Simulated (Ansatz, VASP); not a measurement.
MoS2: VASP beside Ansatz

Contents of INCAR:

```
SYSTEM = MoS2
ALGO     = Normal         ! electronic algorithm
EDIFF    = 1E-6           ! SCF threshold, eV
ENCUT    = 520            ! plane-wave cutoff, eV
GGA      = PS             ! functional
ISIF     = 2              ! what is computed and relaxed
ISMEAR   = 0              ! smearing method
LASPH    = .True.         ! aspherical terms in the spheres
LCHARG   = .False.        ! write CHGCAR
LREAL    = .False.        ! projectors in reciprocal space
LWAVE    = .False.        ! write WAVECAR
NBANDS   = 20             ! bands
NELM     = 100            ! most SCF steps
PREC     = Accurate       ! precision mode
SIGMA    = 0.25           ! smearing width, eV
```

The input KPOINTS:

```
k-points
0
Gamma
  11 11 5
  0 0 0
```

Contents of POSCAR:

```
MoS2
1.0
    3.2274650000      0.0000000000      0.0000000000
   -1.6137320000      2.7950660000      0.0000000000
    0.0000000000      0.0000000000      6.3124730000
Mo S
1 2
Direct
    0.0000000000      0.0000000000      0.5000000000
    0.3333333333      0.6666666667      0.2553190000
    0.6666666667      0.3333333333      0.7446810000
```

Input for Ansatz:

```yaml
crystal:
  lattice:
    - [3.227465, 0.0, 0.0]
    - [-1.613732, 2.795066, 0.0]
    - [0.0, 0.0, 6.312473]
  atoms:
    - { symbol: Mo, position: [0.0, 0.0, 0.5] }
    - { symbol: S, position: [0.3333333333333333, 0.6666666666666666, 0.255319] }
    - { symbol: S, position: [0.6666666666666666, 0.3333333333333333, 0.744681] }
basis:
  ecutwfc: 420.0
kpoints:
  mp_grid:
    grid: [11, 11, 5]
hamiltonian:
  xc: pbesol
scf:
  occupations:
    method: gaussian
    width: 0.25
output:
  forces: true
  stress: true
```

Alike in both runs: task single point; functional PBEsol; k mesh 11 × 11 × 5; occupations gaussian, width 0.25 eV; no spin polarisation.

|  | VASP | Ansatz |
| --- | --- | --- |
| version | VASP 6.6.1 | Ansatz 0.2.0 |
| potentials or method | VASP PAW PBE potentials, release 64 (Mo_sv, S), cutoff 520 eV | plane waves, PAW |
| valence electrons in the cell | 26 | 26 |

```tsv
	VASP	Ansatz	Ansatz less VASP
pressure (GPa)	-3.3	-3.3	0.00
traceless stress, the component that is largest in VASP (GPa)	2.41	2.39	-0.018
rms of the force components (eV/Å)	0.009	0.006	-0.0028
```

VASP's potentials were made for PBE, not for PBEsol. Atom by atom the forces differ by 0.003 eV/Å (rms over components). With one functional, cell and mesh, what is left measures potentials, basis and numerics.
